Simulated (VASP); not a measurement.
Set up this calculation in VASP 6.6.1, as the native input.

* Task: single point
* Functional: PBE
* Potentials or basis: VASP PAW PBE potentials, release 64 (Ba_sv, Ti_sv, O)
* Cutoff: 520 eV
* k mesh: 7 × 7 × 7
* Occupations: fermi-dirac, width 0.05 eV
* Spin: no spin polarisation
* Dipole correction: no
* Further INCAR settings: ALGO = Normal; EDIFF = 1e-06; NBANDS = 28

The structure of BaTiO3 lies in POSCAR:

```
BaTiO3
1.0
    4.0073000000      0.0000000000      0.0000000000
    0.0000000000      4.0073000000      0.0000000000
    0.0000000000      0.0000000000      4.0073000000
Ba Ti O
1 1 3
Direct
    0.5090294500      0.4552911200      0.5066787400
    0.9437351000      0.0699797700      0.9543125000
    0.5205349200      0.0068319800      0.0554319400
    0.0126470200      0.4919678200      0.0527235900
    0.0140535100      0.9759293100      0.4308532400
```

This cell differs from its parent crystal: atoms moved at random.

The input as run:

INCAR

```
SYSTEM = BaTiO3
ALGO = Normal ; EDIFF = 1E-6
ENCUT = 520 ; GGA = PE
ISIF = 2 ; ISMEAR = -1
LASPH = .TRUE. ; LCHARG = .FALSE.
LREAL = .FALSE. ; LWAVE = .FALSE.
NBANDS = 28 ; NELM = 60
PREC = Accurate ; SIGMA = 0.05
```

KPOINTS

```
k-points
0
G
  7 7 7
  0 0 0
```

Potentials or basis: VASP PAW PBE potentials, release 64 (Ba_sv, Ti_sv, O).

Command:

```sh
$ cat potpaw_PBE.64/Ba_sv/POTCAR potpaw_PBE.64/Ti_sv/POTCAR potpaw_PBE.64/O/POTCAR > POTCAR
$ mpirun -np 1 vasp_std > vasp.out
```

It gave:

The pressure is 14.0 GPa. The largest force is 4.461 eV/Å and the band gap on the k mesh is 2.76 eV (least direct gap 2.93 eV).

Caveat: the cell differs from its parent crystal (atoms moved at random); the cell stands under pressure; spin-orbit coupling is left out, which moves the levels of the heavy elements; an odd mesh through Γ misses points on the zone boundary, where band edges can lie; forces of over 1 eV/Å act on the atoms, so gaps and moduli don't describe the material at rest.

Wall time 3.5 min on 1 thread of Intel(R) Xeon(R) Platinum 8488C (Sapphire Rapids) (shared host), peak memory 0.4 GiB.
